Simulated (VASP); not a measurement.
A run of VASP 6.6.1:

INCAR

```
  PREC = Accurate
  ENCUT = 520
  EDIFF = 1E-6
  ISMEAR = 0
  SIGMA = 0.02
  LREAL = F
  LASPH = T
  NELM = 100
  ALGO = Normal
  ISIF = 2
  LWAVE = F
  LCHARG = F
  GGA = PS
  NBANDS = 26
```

File KPOINTS:

```
Automatic mesh
0
Gamma
  6 6 6
```

The input POSCAR:

```
BeTe
1.0
    5.6059105095      0.0000000000      0.0000000000
    0.0000000000     -5.6059105095      0.0000000000
    0.0000000000      0.0000000000     -5.6059105095
Be Te
4 4
Direct
    0.0000000000      0.0000000000      0.0000000000
    0.5000000000      0.5000000000      0.0000000000
    0.5000000000      0.0000000000      0.5000000000
    0.0000000000      0.5000000000      0.5000000000
    0.7500000000      0.7500000000      0.7500000000
    0.2500000000      0.2500000000      0.7500000000
    0.2500000000      0.7500000000      0.2500000000
    0.7500000000      0.2500000000      0.2500000000
```

Potentials or basis: VASP PAW PBE potentials, release 64 (Be, Te).

Run with:

```sh
$ cat potpaw_PBE.64/Be/POTCAR potpaw_PBE.64/Te/POTCAR > POTCAR
$ mpirun -np 1 vasp_std > vasp.out
```

Hardware: 1 thread of Intel(R) Xeon(R) Platinum 8259CL CPU @ 2.50GHz (Skylake/Cascade Lake), with other jobs on the host.

**Question.** Estimate the wall time of this run.

**Answer.** Run time: 98 s on 1 thread of Intel(R) Xeon(R) Platinum 8259CL CPU @ 2.50GHz (Skylake/Cascade Lake), with other jobs on the host, peak memory 0.29 GiB. Counts: scf iterations 12, k points 20.
